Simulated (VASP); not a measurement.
Crystal: Pt.

```
Pt
1.0
     0.00000    1.88855    1.88855
     1.88855    0.00000    1.88855
     1.88855    1.88855    0.00000
Pt
1
Direct
  0.00000 0.00000 0.00000
```

```yaml
Program: VASP 6.6.1
Task: relaxation of cell and atoms
Functional: PBE
Potentials_or_basis: VASP PAW PBE potentials, release 64 (Pt)
Cutoff: 600 eV
k_mesh: 10 × 10 × 10
Occupations: gaussian, width 0.1 eV
Spin: no spin polarisation
```

At the start: pressure 55.3 GPa; volume 13.47 Å³/atom.

Problem. Where does the relaxation end?

Solution. Over 5 steps the energy falls by 316.6 meV/atom and the volume is 15.62 Å³/atom (+15.9 %); space group Fm-3m (No. 225, to 0.05 Å).

Step by step:
| step | energy change (eV) | largest force (eV/Å) | pressure (GPa) | volume (Å³) |
| --- | --- | --- | --- | --- |
| 1 | 0.0000 | 0.0000 | 55.29 | 13.47 |
| 2 | 1.1607 | 0.0000 | -30.75 | 24.72 |
| 3 | -0.3028 | 0.0000 | -7.76 | 16.16 |
| 4 | -0.3156 | 0.0000 | -2.12 | 15.76 |
| 5 | -0.3166 | 0.0000 | 0.06 | 15.62 |

Final structure:
```cif
data_structure
_symmetry_space_group_name_H-M 'P 1'
_symmetry_Int_Tables_number 1
_cell_length_a 2.8056
_cell_length_b 2.8056
_cell_length_c 2.8056
_cell_angle_alpha 60.000
_cell_angle_beta 60.000
_cell_angle_gamma 60.000
_cell_volume 15.62
loop_
_atom_site_label
_atom_site_type_symbol
_atom_site_fract_x
_atom_site_fract_y
_atom_site_fract_z
_atom_site_occupancy
Pt1 Pt 0.00000 0.00000 0.00000 1
```

Caveat: the volume moved by over 15 % at a fixed basis, so the end points are rough.
